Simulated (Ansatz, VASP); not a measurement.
Given: the input of a run of Ansatz 0.2.0 on CaO.

input.yaml

```yaml
crystal:
  lattice:
    - [0.0, 2.403555696, 2.403555696]
    - [2.403555696, 0.0, 2.403555696]
    - [2.403555696, 2.403555696, 0.0]
  atoms:
    - { symbol: Ca, position: [0.0, 0.0, 0.0] }
    - { symbol: O, position: [0.5, 0.5, 0.5] }
kpoints:
  mp_grid: { grid: [4, 4, 4] }
scf:
  occupations: { method: fermi_dirac, width: 0.03 }
hamiltonian:
  xc: pbe
  pseudopotentials: { kind: all_electron, lapw: { basis_error: 0.004 } }
output:
  forces: true
  stress: true
  eigenvalues: true
```

Potentials or basis: all-electron LAPW, scalar-relativistic.

Launch:

```bash
$ ansatz run input.yaml --threads 1 --pin off --max-ram 3072MiB --backend cpu --events-out ev --progress --plain --runs-dir out
```

**Question.** Translate it to VASP 6.6.1. Potentials there: VASP PAW PBE potentials, release 64 (Ca_sv, O).

**Answer.** As run (the cutoff follows the program's own potentials):

The input INCAR:

```
SYSTEM = CaO
  PREC = Accurate
  ENCUT = 600
  EDIFF = 1E-6
  ISMEAR = -1
  SIGMA = 0.03
  LREAL = .False.
  LASPH = .True.
  NELM = 120
  ALGO = Normal
  ISIF = 2
  LWAVE = .False.
  LCHARG = .True.
  GGA = PE
  LELF = .True.
  LVHAR = .True.
  NBANDS = 15
  GGA_COMPAT = .False.
```

Contents of KPOINTS:

```
Automatic mesh
0
Gamma
  4 4 4
  0 0 0
```

POSCAR

```
CaO
1.0
    0.0000000000      2.4035556960      2.4035556960
    2.4035556960      0.0000000000      2.4035556960
    2.4035556960      2.4035556960      0.0000000000
Ca O
1 1
Direct
    0.0000000000      0.0000000000      0.0000000000
    0.5000000000      0.5000000000      0.5000000000
```

Potentials or basis: VASP PAW PBE potentials, release 64 (Ca_sv, O).

The run is started by

```sh
$ cat potpaw_PBE.64/Ca_sv/POTCAR potpaw_PBE.64/O/POTCAR > POTCAR
$ mpirun -np 1 vasp_std > vasp.out
```

Both were run:

|  | VASP | Ansatz | Ansatz less VASP |
| --- | --- | --- | --- |
| gap on the k mesh at the Fermi level (eV) | 3.63 | 3.65 | +0.016 |
| least direct gap on the mesh (eV) | 4.00 | 4.02 | +0.015 |
| pressure (GPa) | 2.1 | 1.6 | -0.48 |

Ansatz ran all-electron here, and VASP with PAW potentials.

The k mesh is coarse, so the values compare programs but aren't converged.
